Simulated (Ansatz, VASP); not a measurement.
# K in VASP and in Ansatz

```
CELL_PARAMETERS angstrom
0.00000 3.39187 3.39187
3.39187 0.00000 3.39187
3.39187 3.39187 0.00000
ATOMIC_POSITIONS crystal
K 0.00000 0.00000 0.00000
```

Alike in both runs: task single point; functional PBE; k mesh 7 × 7 × 7; occupations fermi-dirac, width 0.05 eV; no spin polarisation.

```csv
,VASP,Ansatz
version,VASP 6.6.1,Ansatz 0.2.0
potentials or method,"VASP PAW PBE potentials, release 64 (K_sv), cutoff 520 eV","all-electron LAPW, scalar-relativistic"
```

```tsv
	VASP	Ansatz	Ansatz less VASP
gap on the k mesh at the Fermi level (eV)	none	none	-
pressure (GPa)	-0.2	-0.2	+0.01
```

A gap of «none» marks a metal or a gap that the smearing closes. Ansatz ran all-electron here, and VASP with PAW potentials.
